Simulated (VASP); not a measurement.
# W (Im-3m) in VASP: settings compared, part 2 of 2

VASP 6.6.1. Earlier steps stand in the parts before.

## 5. Single point, PBE+D3(BJ)

This run uses another cell than the first one, of 15.78 Å³/atom, 1.059 times its volume.

File INCAR:

```
SYSTEM = W
PREC = Accurate
ENCUT = 520
EDIFF = 1E-6
ISMEAR = -1
SIGMA = 0.05
LREAL = .False.
LASPH = .True.
NELM = 80
ALGO = Normal
ISIF = 2
LWAVE = .False.
LCHARG = .False.
GGA = PE
IVDW = 12
NBANDS = 13
```

File KPOINTS:

```
regular mesh
0
Gamma
  12 12 12
  0 0 0
```

File POSCAR:

```
W
1.0
   -1.5800579451      1.5800579451      1.5800579451
    1.5800579451     -1.5800579451      1.5800579451
    1.5800579451      1.5800579451     -1.5800579451
W
1
Direct
    0.0000000000      0.0000000000      0.0000000000
```

Potentials or basis: VASP PAW PBE potentials, release 64 (W_sv).

Run with:

```console
> cat potpaw_PBE.64/W_sv/POTCAR > POTCAR
> mpirun -np 1 vasp_std > vasp.out
```

OUTCAR:

```text
SYSTEM = W
   PREC = Accurate
   ENCUT = 520
   EDIFF = 1E-6
   ISMEAR = -1
   LREAL = .False.
   LASPH = .True.
   NELM = 80
   ISIF = 2
   GGA = PE
   IVDW = 12
 IVDW          = 12

 ion  position               nearest neighbor table
   1  0.000  0.000  0.000-

  LATTYP: Found a body centered cubic cell.
 ALAT       =     3.1601158902

  Lattice vectors:

 A1 = (  -1.5800579451,   1.5800579451,   1.5800579451)
 A2 = (   1.5800579451,  -1.5800579451,   1.5800579451)
 A3 = (   1.5800579451,   1.5800579451,  -1.5800579451)

Analysis of symmetry for initial positions (statically):
=====================================================================
 Subroutine PRICEL returns:
 Original cell was already a primitive cell.

 Routine SETGRP: Setting up the symmetry group for a
 body centered cubic supercell.

 Subroutine GETGRP returns: Found 48 space group operations
 (whereof 48 operations were pure point group operations)
 out of a pool of 48 trial point group operations.

The static configuration has the point symmetry O_h .
[... 166 lines left out ...]
  band No.  band energies     occupation
      1     -62.6703      2.00000
      2     -26.2248      2.00000
      3     -26.2248      2.00000
      4     -26.2248      2.00000
      5       1.8478      2.00000
      6      10.2729      2.00000
      7      10.2729      2.00000
      8      10.2729      2.00000
      9      13.7819      0.00000
     10      13.7819      0.00000
     11      26.0380      0.00000
     12      26.0380      0.00000
     13      26.0380      0.00000
[... 354 lines left out ...]
  band No.  band energies     occupation
      1     -62.5309      2.00000
      2     -27.4460      2.00000
      3     -26.7099      2.00000
      4     -26.3203      2.00000
      5       5.8726      2.00000
      6       7.8788      2.00000
      7      11.2442      1.94723
      8      13.9278      0.00000
      9      14.7043      0.00000
     10      18.9816      0.00000
     11      21.5062      0.00000
     12      23.7399      0.00000
     13      27.6194      0.00000

 [... further k-points ...]

------------------------ aborting loop because EDIFF is reached ----------------------------------------

 Edisp (eV)   -0.69860

 E8    (eV) :    -0.3582

  FORCE on cell =-STRESS in cart. coord.  units (eV):
  Direction    XX          YY          ZZ          XY          YZ          ZX
  --------------------------------------------------------------------------------------
  -------------------------------------------------------------------------------------
  Total       0.05203     0.05203     0.05203     0.00000    -0.00000     0.00000
  in kB       5.28346     5.28346     5.28346     0.00000    -0.00000     0.00000
  external pressure =        5.28 kB  Pullay stress =        0.00 kB

 VOLUME and BASIS-vectors are now :
 -----------------------------------------------------------------------------
  energy-cutoff  :      520.00
  volume of cell :       15.78
      direct lattice vectors                 reciprocal lattice vectors
    -1.580057945  1.580057945  1.580057945     0.000000000  0.316444091  0.316444091
     1.580057945 -1.580057945  1.580057945     0.316444091  0.000000000  0.316444091
     1.580057945  1.580057945 -1.580057945     0.316444091  0.316444091  0.000000000

 POSITION                                       TOTAL-FORCE (eV/Angst)
 -----------------------------------------------------------------------------------
      0.00000      0.00000      0.00000        -0.000000     -0.000000     -0.000000
 -----------------------------------------------------------------------------------
    total drift:                                0.000000     -0.000000      0.000000

  FREE ENERGIE OF THE ION-ELECTRON SYSTEM (eV)
  ---------------------------------------------------
  free  energy   TOTEN  =       -13.6462391019 eV

  energy  without entropy=      -13.6413646909  energy(sigma->0) =      -13.64380190
```

OSZICAR:

```text
N       E                     dE             d eps       ncg     rms          rms(c)
DAV:   1     0.869292193984E+02    0.86929E+02   -0.74645E+03  1872   0.122E+03
DAV:   2    -0.118698479796E+02   -0.98799E+02   -0.94923E+02  2102   0.321E+02
DAV:   3    -0.135580416966E+02   -0.16882E+01   -0.16807E+01  2062   0.403E+01
DAV:   4    -0.135651216380E+02   -0.70799E-02   -0.70798E-02  2067   0.283E+00
DAV:   5    -0.135651748606E+02   -0.53223E-04   -0.53221E-04  2042   0.238E-01    0.211E+01
DAV:   6    -0.130816627041E+02    0.48351E+00   -0.39959E-01  1952   0.851E+00    0.852E+00
DAV:   7    -0.129515801198E+02    0.13008E+00   -0.21764E-01  2062   0.598E+00    0.658E-01
DAV:   8    -0.129476918600E+02    0.38883E-02   -0.44842E-03  1907   0.881E-01    0.975E-02
DAV:   9    -0.129476426522E+02    0.49208E-04   -0.12169E-04  2147   0.139E-01    0.407E-02
DAV:  10    -0.129476347332E+02    0.79189E-05   -0.13087E-05  1987   0.502E-02    0.561E-03
DAV:  11    -0.129476354854E+02   -0.75213E-06   -0.28003E-07  1266   0.688E-03
   1 F= -.13646239E+02 E0= -.13643802E+02  d E =-.487441E-02
```

Run time: 5.4 s. Hardware: 1 thread of Intel Xeon 6975P-C (Granite Rapids), shared host; peak memory 0.14 GiB.

Results:

| Item | Value |
| --- | --- |
| Free energy | -13.6462 eV |
| Pressure | 0.5 GPa |
| Band gap on the k mesh | zero (band 7 reaches 16.71 eV, above the bottom of band 8 at 10.27 eV) |
| Dispersion energy per atom | -0.699 eV |

Levels at points of the mesh, in eV from the Fermi level:
| k point | band 4 | band 5 | band 6 | band 7 | band 8 | band 9 | band 10 | band 11 |
| --- | --- | --- | --- | --- | --- | --- | --- | --- |
| (0.00, 0.00, 0.00) | -37.65 | -9.58 | -1.15 | -1.15 | -1.15 | 2.36 | 2.36 | 14.61 |
| (0.50, 0.00, 0.00) | -37.66 | -6.22 | -3.51 | 0.78 | 2.25 | 3.24 | 6.28 | 11.24 |
| (0.50, 0.50, 0.50) | -38.56 | -5.79 | -5.79 | 5.28 | 5.28 | 5.28 | 8.37 | 8.37 |

Caveat: spin-orbit coupling is left out, which moves the levels of the heavy elements; pairwise dispersion overbinds metals, which lowers pressure and volume.

## 6. Summary

| level | cell | gap on the mesh (eV) | pressure (GPa) |
| --- | --- | --- | --- |
| SVWN5 | a = 2.685 Å, angles 109.5°, 1 atom | none | 12.3 |
| SVWN5 | a = 2.704 Å, angles 109.5°, 1 atom | none | 4.7 |
| PBEsol | a = 2.732 Å, angles 109.5°, 1 atom | none | 0.6 |
| PBE+D3(BJ) | a = 2.737 Å, angles 109.5°, 1 atom | none | 0.5 |

Alike in all rows: task single point; potentials or basis VASP PAW PBE potentials, release 64 (W_sv); no spin polarisation; k mesh 12 × 12 × 12; cutoff (eV) 520; smearing fermi-dirac 0.05 eV.

Caveats: spin-orbit coupling is left out, which moves the levels of the heavy elements; the PAW data sets were made with another functional, which shifts forces and pressure a little (some runs); pairwise dispersion overbinds metals, which lowers pressure and volume (some runs).

Absolute energies hang on the potentials; compare differences alone.
